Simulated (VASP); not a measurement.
Write the native input for VASP 6.6.1 that does the following.

```yaml
Task: relaxation of cell and atoms
Functional: PBE
Potentials_or_basis: VASP PAW PBE potentials, release 64 (Co, Br)
Cutoff: 600 eV
k_mesh: 12 × 12 × 10
Occupations: gaussian, width 0.1 eV
Spin: no spin polarisation
Dipole_correction: no
Further_INCAR_settings: ALGO = Normal; EDIFF = 1e-06; IBRION = 2; EDIFFG = -0.01; NSW = 80; ISIF = 3
```

The structure of CoBr lies in POSCAR:

```
CoBr
1.0
    3.4979561051      0.0000000000      0.0000000000
   -1.7489780525      3.0293188483      0.0000000000
    0.0000000000      0.0000000000      4.5020260000
Co Br
1 1
Direct
    0.0000000000      0.0000000000      0.0000000000
    0.0000000000      0.0000000000      0.5000000000
```

One way to write it, as run:

INCAR

```
  PREC = Accurate
  ENCUT = 600
  EDIFF = 1E-6
  ISMEAR = 0
  SIGMA = 0.1
  LREAL = False
  LASPH = True
  NELM = 80
  ALGO = Normal
  ISIF = 3
  LWAVE = False
  LCHARG = False
  GGA = PE
  IBRION = 2
  NSW = 80
  EDIFFG = -0.01
```

KPOINTS

```
Automatic mesh
0
Gamma
  12 12 10
```

Potentials or basis: VASP PAW PBE potentials, release 64 (Co, Br).

The run is started by

```bash
$ cat potpaw_PBE.64/Co/POTCAR potpaw_PBE.64/Br/POTCAR > POTCAR
$ mpirun -np 1 vasp_std > vasp.out
```

Results of the run:

- Relaxed volume: 21.09 Å³/atom
- Relaxed cell: a = 3.312 Å, b = 3.312 Å, c = 4.439 Å, α = 90.00°, β = 90.00°, γ = 120.00°
- Space group after relaxing (to 0.1 Å): P6/mmm (No. 191)
- Energy gained by relaxing: 21.4 meV/atom
- Ionic steps: 12
- Pressure after relaxing: 0.0 GPa
- Band gap on the k mesh: zero (bands 8 and 9 overlap by 1.29 eV)

Caveat: the run has no spin polarisation, though such a crystal can be magnetic; semilocal functionals often make such compounds metallic where correlation or magnetic order opens a gap, which also shifts bond lengths.

Run time: 11 min on 1 thread of Oxide Virtual Turin-like Processor (shared host), peak memory 0.23 GiB.
